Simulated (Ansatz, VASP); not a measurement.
Ti3Al: VASP beside Ansatz

Contents of INCAR:

```
  PREC = Accurate
  ENCUT = 520
  EDIFF = 1E-7
  ISMEAR = 0
  SIGMA = 0.15
  LREAL = False
  LASPH = True
  NELM = 100
  ALGO = Fast
  ISIF = 2
  LWAVE = False
  LCHARG = False
  GGA = PE
  NBANDS = 28
```

KPOINTS

```
regular mesh
0
Gamma
  15 15 6
```

The input POSCAR:

```
Ti3Al
1.0
    2.9297375378      0.0000000000      0.0000000000
   -1.4648687689      2.5372271341      0.0000000000
    0.0000000000      0.0000000000      9.2315308735
Ti Al
3 1
Direct
    0.6119748649      0.3777519029      0.0000000000
    0.3506016037      0.6526420442      0.7504575700
    0.3506016037      0.6526420442      0.2495424300
    0.7024234074      0.3042930892      0.5000000000
```

Input for Ansatz:

```yaml
crystal:
  lattice:
    - [2.9297375378, 0.0, 0.0]
    - [-1.4648687689, 2.5372271341, 0.0]
    - [0.0, 0.0, 9.2315308735]
  atoms:
    - { symbol: Ti, position: [0.6119748649, 0.3777519029, 0.0] }
    - { symbol: Ti, position: [0.3506016037, 0.6526420442, 0.75045757] }
    - { symbol: Ti, position: [0.3506016037, 0.6526420442, 0.24954243] }
    - { symbol: Al, position: [0.7024234074, 0.3042930892, 0.5] }
basis:
  ecutwfc: 520.0
kpoints:
  mp_grid: { grid: [15, 15, 6] }
hamiltonian:
  xc: pbe
  pseudopotentials: { kind: paw, azcp: { folder: soft_1 } }
scf:
  occupations: { method: gaussian, width: 0.15 }
output:
  forces: true
  stress: true
  eigenvalues: true
  write_density: true
  write_potential: true
  elf: true
  volumetric_format: npy
```

Change from the starting cell: mode 4 frozen in at -0.225 Å and mode 5 at +0.113 Å (largest displacements).

Alike in both runs: task single point; functional PBE; k mesh 15 × 15 × 6; occupations gaussian, width 0.15 eV; no spin polarisation.

```csv
,VASP,Ansatz
version,VASP 6.6.1,Ansatz 0.2.0
potentials or method,"VASP PAW PBE potentials, release 64 (Ti_sv, Al), cutoff 520 eV","scalar-relativistic, plane waves, PAW"
valence electrons in the cell,39,39
```

```tsv
	VASP	Ansatz	Ansatz less VASP
gap on the k mesh at the Fermi level (eV)	none	none	-
pressure (GPa)	-0.3	-0.2	+0.14
traceless stress, the component that is largest in VASP (GPa)	-1.53	-1.55	-0.018
rms of the force components (eV/Å)	0.188	0.187	-0.0009
```

Atom by atom the forces differ by 0.003 eV/Å (rms over components). A gap of «none» marks a metal or a gap that the smearing closes. With one functional, cell and mesh, what is left measures potentials, basis and numerics.
